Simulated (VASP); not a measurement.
A run of VASP 6.6.1:

Contents of INCAR:

```
PREC     = Accurate       # precision mode
ENCUT    = 520            # plane-wave cutoff, eV
EDIFF    = 1E-7           # SCF threshold, eV
ISMEAR   = -1             # smearing method
SIGMA    = 0.05           # smearing width, eV
LREAL    = False          # projectors in reciprocal space
LASPH    = True           # aspherical terms in the spheres
NELM     = 100            # most SCF steps
ALGO     = Fast           # electronic algorithm
ISIF     = 2              # what is computed and relaxed
LWAVE    = False          # write WAVECAR
LCHARG   = False          # write CHGCAR
GGA      = CA             # functional
NBANDS   = 13             # bands
```

Contents of KPOINTS:

```
Automatic mesh
0
Gamma
  12 12 12
```

POSCAR

```
Mo
1.0
   -1.5514772677      1.5514772677      1.5514772677
    1.5514772677     -1.5514772677      1.5514772677
    1.5514772677      1.5514772677     -1.5514772677
Mo
1
Direct
    0.0000000000      0.0000000000      0.0000000000
```

Potentials or basis: VASP PAW LDA potentials, release 64 (Mo_sv).

The run is started by

```bash
$ cat potpaw_LDA.64/Mo_sv/POTCAR > POTCAR
$ mpirun -np 1 vasp_std > vasp.out
```

Hardware: 1 thread of Intel(R) Xeon(R) Platinum 8375C CPU @ 2.90GHz (Ice Lake), with other jobs on the host.

Question: Estimate the wall time of this run.

Answer: It took 11 s on 1 thread of Intel(R) Xeon(R) Platinum 8375C CPU @ 2.90GHz (Ice Lake), with other jobs on the host, peak memory 0.13 GiB. Counts: scf iterations 14, k points 72.
